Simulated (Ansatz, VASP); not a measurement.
**One calculation of Ti, two programs**

```xyz
2
Lattice="0.0000 -3.2102 0.0000 -3.2102 0.0000 0.0000 0.0000 0.0000 -3.2102" Properties=species:S:1:pos:R:3 pbc="T T T"
Ti   -1.6051   -1.6051   -1.8051
Ti    0.0000    0.0000    0.2000
```

Change from the starting cell: mode 4 (225.9 1/cm) frozen in, largest displacement -0.200 Å.

Alike in both runs: task single point; functional PBEsol; k mesh 18 × 18 × 18; occupations gaussian, width 0.15 eV; no spin polarisation.

```csv
,VASP,Ansatz
version,VASP 6.6.1,Ansatz 0.2.0
potentials or method,"VASP PAW PBE potentials, release 64 (Ti_sv), cutoff 520 eV","scalar-relativistic, plane waves, PAW"
valence electrons in the cell,24,24
```

|  | VASP | Ansatz | Ansatz less VASP |
| --- | --- | --- | --- |
| gap on the k mesh at the Fermi level (eV) | none | none | - |
| pressure (GPa) | 2.8 | 3.2 | +0.34 |
| traceless stress, the component that is largest in VASP (GPa) | -5.03 | -5.05 | -0.022 |
| rms of the force components (eV/Å) | 1.057 | 1.057 | +0.0002 |

VASP's potentials were made for PBE, not for PBEsol. Atom by atom the forces differ by 0.000 eV/Å (rms over components). A gap of «none» marks a metal or a gap that the smearing closes. The functional is the same, so the differences come from potentials, cutoffs and numerics.
